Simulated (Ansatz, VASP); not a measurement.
# BaSr3 in VASP and in Ansatz

```xyz
4
Lattice="6.2132 0.0000 0.0000 0.0000 6.2132 0.0000 -3.1066 -3.1066 6.1547" Properties=species:S:1:pos:R:3 pbc="T T T"
Ba    0.0000    0.0000    0.0000
Sr    0.0000    3.1066    3.0773
Sr    3.1066    0.0000    3.0773
Sr    3.1066    3.1066    0.0000
```

Alike in both runs: task single point; functional LDA; k mesh 6 × 6 × 6; occupations gaussian, width 0.05 eV; no spin polarisation.

|  | VASP | Ansatz |
| --- | --- | --- |
| version | VASP 6.6.1 | Ansatz 0.2.0 |
| potentials or method | VASP PAW LDA potentials, release 64 (Ba_sv, Sr_sv), cutoff 520 eV | scalar-relativistic, plane waves, PAW |
| valence electrons in the cell | 40 | 40 |

|  | VASP | Ansatz | Ansatz less VASP |
| --- | --- | --- | --- |
| gap on the k mesh at the Fermi level (eV) | none | none | - |
| pressure (GPa) | -1.6 | -1.6 | 0.00 |

LDA's correlation is that of Perdew and Zunger in VASP and of Perdew and Wang (1992) in Ansatz. A gap of «none» marks a metal or a gap that the smearing closes.

Neither program's run includes spin-orbit coupling.
